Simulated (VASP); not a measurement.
Wanted: the native input for a VASP 6.6.1 run.

```yaml
Task: single point
Functional: r2SCAN
Potentials_or_basis: VASP PAW PBE potentials, release 64 (Ca_sv, O)
Cutoff: 520 eV
k_mesh: 8 × 8 × 8
Occupations: gaussian, width 0.05 eV
Spin: no spin polarisation
Dipole_correction: no
Further_INCAR_settings: ALGO = Normal; EDIFF = 1e-07; NBANDS = 15
```

CaO:

```
CELL_PARAMETERS angstrom
0.00000 2.42898 2.42898
2.42898 0.00000 2.42898
2.42898 2.42898 0.00000
ATOMIC_POSITIONS crystal
Ca 0.50000 0.50000 0.50000
O 0.00000 0.00000 0.00000
```

This cell differs from its parent crystal: volume scaled by 1.04.

These files were run (other wordings do the same):

POSCAR

```
CaO
1.0
    0.0000000000      2.4289789091      2.4289789091
    2.4289789091      0.0000000000      2.4289789091
    2.4289789091      2.4289789091      0.0000000000
Ca O
1 1
Direct
    0.5000000000      0.5000000000      0.5000000000
    0.0000000000      0.0000000000      0.0000000000
```

INCAR.step1

```
SYSTEM = CaO
PREC     = Accurate       ! precision mode
ENCUT    = 520            ! plane-wave cutoff, eV
ISMEAR   = 0              ! smearing method
SIGMA    = 0.05           ! smearing width, eV
LREAL    = .FALSE.        ! projectors in reciprocal space
LASPH    = .TRUE.         ! aspherical terms in the spheres
NELM     = 60             ! most SCF steps
NBANDS   = 15             ! bands
GGA      = PE             ! functional
ALGO     = Normal         ! electronic algorithm
EDIFF    = 1E-4           ! SCF threshold, eV
LWAVE    = .TRUE.         ! write WAVECAR
LCHARG   = .FALSE.        ! write CHGCAR
```

INCAR.step2

```
SYSTEM = CaO
PREC     = Accurate       ! precision mode
ENCUT    = 520            ! plane-wave cutoff, eV
EDIFF    = 1E-7           ! SCF threshold, eV
ISMEAR   = 0              ! smearing method
SIGMA    = 0.05           ! smearing width, eV
LREAL    = .FALSE.        ! projectors in reciprocal space
LASPH    = .TRUE.         ! aspherical terms in the spheres
NELM     = 60             ! most SCF steps
ALGO     = Normal         ! electronic algorithm
ISIF     = 2              ! what is computed and relaxed
LWAVE    = .FALSE.        ! write WAVECAR
LCHARG   = .TRUE.         ! write CHGCAR
METAGGA  = R2SCAN         ! meta-GGA
LMIXTAU  = .TRUE.       
LELF     = .TRUE.         ! ELF
LVHAR    = .TRUE.       
NBANDS   = 15             ! bands
ISTART   = 1
```

KPOINTS

```
regular mesh
0
G
  8 8 8
  0 0 0
```

Potentials or basis: VASP PAW PBE potentials, release 64 (Ca_sv, O).

Launch:

```console
$ cat potpaw_PBE.64/Ca_sv/POTCAR potpaw_PBE.64/O/POTCAR > POTCAR
$ cp INCAR.step1 INCAR
$ mpirun -np 1 vasp_std > vasp.out
$ cp INCAR.step2 INCAR
$ mpirun -np 1 vasp_std > vasp.out
```

It gave:

The pressure is -3.3 GPa. The band gap on the k mesh is 4.19 eV, indirect (least direct gap 4.57 eV).

Caveat: the PAW data sets were made with another functional, which shifts forces and pressure a little.

Wall time 66 s on 1 thread of Intel(R) Xeon(R) Platinum 8259CL CPU @ 2.50GHz (Skylake/Cascade Lake) (shared host), peak memory 0.17 GiB.
